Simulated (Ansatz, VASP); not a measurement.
## C: VASP beside Ansatz

```
C
1.0
     0.00000    1.78340    1.78340
     1.78340    0.00000    1.78340
     1.78340    1.78340    0.00000
C
2
Cartesian
  1.7834 1.7834 1.7834
  2.6751 2.6751 2.6751
```

Alike in both runs: task single point; functional LDA; k mesh 8 × 8 × 8; occupations gaussian, width 0.1 eV; no spin polarisation.

|  | VASP | Ansatz |
| --- | --- | --- |
| version | VASP 6.6.1 | Ansatz 0.2.0 |
| potentials or method | VASP PAW LDA potentials, release 64 (C), cutoff 600 eV | scalar-relativistic, plane waves, PAW |
| valence electrons in the cell | 8 | 8 |

VASP gave:

```
gap on the k mesh at the Fermi level (eV) : 4.10
least direct gap on the mesh (eV)         : 5.54
pressure (GPa)                            : -12.4
```

Task: Which values does Ansatz return?

Result: gap on the k mesh at the Fermi level (eV): 4.10; least direct gap on the mesh (eV): 5.54; pressure (GPa): -13.1.

LDA's correlation is that of Perdew and Zunger in VASP and of Perdew and Wang (1992) in Ansatz.
